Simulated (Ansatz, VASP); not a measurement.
**Mn in VASP and in Ansatz**

POSCAR

```
Mn
1.0
    2.9351257874      0.0000000000      0.0000000000
   -1.4675628937      2.5418934952      0.0000000000
    0.0000000000      0.0000000000      8.8533446047
Mn
4
Direct
    0.0000000000      1.0000000000      1.0000000000
    0.0000000000      1.0000000000      0.5000000000
    0.3333333333      0.6666666667      0.2500000000
    0.6666666667      0.3333333333      0.7500000000
```

INCAR.step1

```
ALGO     = Normal         # electronic algorithm
EDIFF    = 1E-4           # SCF threshold, eV
ENCUT    = 520            # plane-wave cutoff, eV
GGA      = PE             # functional
ISMEAR   = -1             # smearing method
ISPIN    = 2              # spin polarisation
LASPH    = T              # aspherical terms in the spheres
LCHARG   = F              # write CHGCAR
LMAXMIX  = 4              # l up to which the mixer works
LREAL    = F              # projectors in reciprocal space
LWAVE    = T              # write WAVECAR
MAGMOM   = 3.68 3.68 -3.689 -3.689 # initial moments
NBANDS   = 38             # bands
NELM     = 150            # most SCF steps
PREC     = Accurate       # precision mode
SIGMA    = 0.05           # smearing width, eV
```

Contents of INCAR.step2:

```
ALGO     = Normal         # electronic algorithm
EDIFF    = 1E-6           # SCF threshold, eV
ENCUT    = 520            # plane-wave cutoff, eV
ISIF     = 2              # what is computed and relaxed
ISMEAR   = -1             # smearing method
ISPIN    = 2              # spin polarisation
ISTART   = 1            
LASPH    = T              # aspherical terms in the spheres
LCHARG   = T              # write CHGCAR
LELF     = T              # ELF
LMAXMIX  = 4              # l up to which the mixer works
LMIXTAU  = T            
LORBIT   = 11             # projections on sites
LREAL    = F              # projectors in reciprocal space
LVHAR    = T            
LWAVE    = F              # write WAVECAR
MAGMOM   = 3.68 3.68 -3.689 -3.689 # initial moments
METAGGA  = R2SCAN         # meta-GGA
NBANDS   = 38             # bands
NELM     = 150            # most SCF steps
PREC     = Accurate       # precision mode
SIGMA    = 0.05           # smearing width, eV
```

File KPOINTS:

```
k-points
0
Gamma
  14 14 4
```

Input for Ansatz:

```yaml
crystal:
  lattice:
    - [2.9351257874, 0.0, 0.0]
    - [-1.4675628937, 2.5418934952, 0.0]
    - [0.0, 0.0, 8.8533446047]
  atoms:
    - { symbol: Mn, position: [0.0, 1.0, 1.0], spin: 3.68 }
    - { symbol: Mn, position: [0.0, 1.0, 0.5], spin: 3.68 }
    - { symbol: Mn, position: [0.3333333333, 0.6666666667, 0.25], spin: -3.689 }
    - { symbol: Mn, position: [0.6666666667, 0.3333333333, 0.75], spin: -3.689 }
hamiltonian:
  xc: r2scan
  pseudopotentials:
    kind: paw
    azcp:
      Mn: "pseudopotentials/Mn.paw.azcp"
basis:
  ecutwfc: 500
  fft_grid_basis: typed
kpoints:
  mp_grid: { grid: [14, 14, 4], shift: [0, 0, 0] }
magnetization:
  spin_polarized: true
scf:
  occupations: { method: fermi_dirac, width: 0.05 }
  lower_state_search: "off"
output:
  stress: true
  write_density: true
  write_potential: true
  elf: true
  volumetric_format: npy
```

Alike in both runs: task single point; functional r2SCAN; k mesh 14 × 14 × 4; occupations fermi-dirac, width 0.05 eV; collinear spin.

|  | VASP | Ansatz |
| --- | --- | --- |
| version | VASP 6.6.1 | Ansatz 0.2.0 |
| potentials or method | VASP PAW PBE potentials, release 64 (Mn_pv), cutoff 520 eV | plane waves (500 eV) with PAW, scalar-relativistic |
| valence electrons in the cell | 52 | 60 |

VASP gave:

```
pressure (GPa)                                                : -6.3
traceless stress, the component that is largest in VASP (GPa) : 0.70
net moment per atom (μB)                                      : 0.02
size of the moment on the site where the two differ most (μB) : 3.91
```

What did Ansatz give for the same quantities?

Pressure (GPa): -6.4; traceless stress, the component that is largest in VASP (GPa): 0.50; net moment per atom (μB): 0.02; size of the moment on the site where the two differ most (μB): 3.95.

VASP's potentials were made for PBE, not for r2SCAN. Site moments also hang on the region over which each program counts them. The functional is the same, so the differences come from potentials, cutoffs and numerics. VASP's potentials hold 52 valence electrons a cell and Ansatz's 60, so a difference there can come from the potentials and not from the codes. Ansatz's warnings: stability check not made.
